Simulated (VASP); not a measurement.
Write the native input for VASP 6.6.1 that does the following.

```yaml
Task: single point
Functional: LDA
Potentials_or_basis: VASP PAW LDA potentials, release 64 (Ir)
Cutoff: 500 eV
k_mesh: 18 × 18 × 10
Occupations: gaussian, width 0.15 eV
Spin: no spin polarisation
Dipole_correction: no
Further_INCAR_settings: ALGO = Normal; EDIFF = 1e-06; NBANDS = 16
```

The structure of Ir lies in POSCAR:

```
Ir
1.0
    2.5159000000      0.0000000000      0.0000000000
   -1.2579500000      2.1788333134      0.0000000000
    0.0000000000      0.0000000000      4.4593000000
Ir
2
Direct
    0.6666666667      0.3333333333      0.7500000000
    0.3333333333      0.6666666667      0.2500000000
```

This isn't the form of Ir at room conditions, which is fcc.

One way to write it, as run:

INCAR

```
PREC = Accurate ; ENCUT = 500
EDIFF = 1E-6 ; ISMEAR = 0
SIGMA = 0.15 ; LREAL = False
LASPH = True ; NELM = 120
ALGO = Normal ; ISIF = 2
LWAVE = False ; LCHARG = False
GGA = CA ; NBANDS = 16
GGA_COMPAT = False
```

KPOINTS

```
regular mesh
0
Gamma
  18 18 10
```

Potentials or basis: VASP PAW LDA potentials, release 64 (Ir).

Run with:

```sh
$ cat potpaw_LDA.64/Ir/POTCAR > POTCAR
$ mpirun -np 1 vasp_std > vasp.out
```

It gave:

* Pressure: 80.5 GPa
* Band gap on the k mesh: zero (bands 9 and 10 overlap by 4.72 eV)

Caveat: the cell stands under pressure; spin-orbit coupling is left out, which moves the levels of the heavy elements.

Run time: 110 s on 1 thread of AMD EPYC 7R13, with other jobs on the host, peak memory 0.15 GiB.
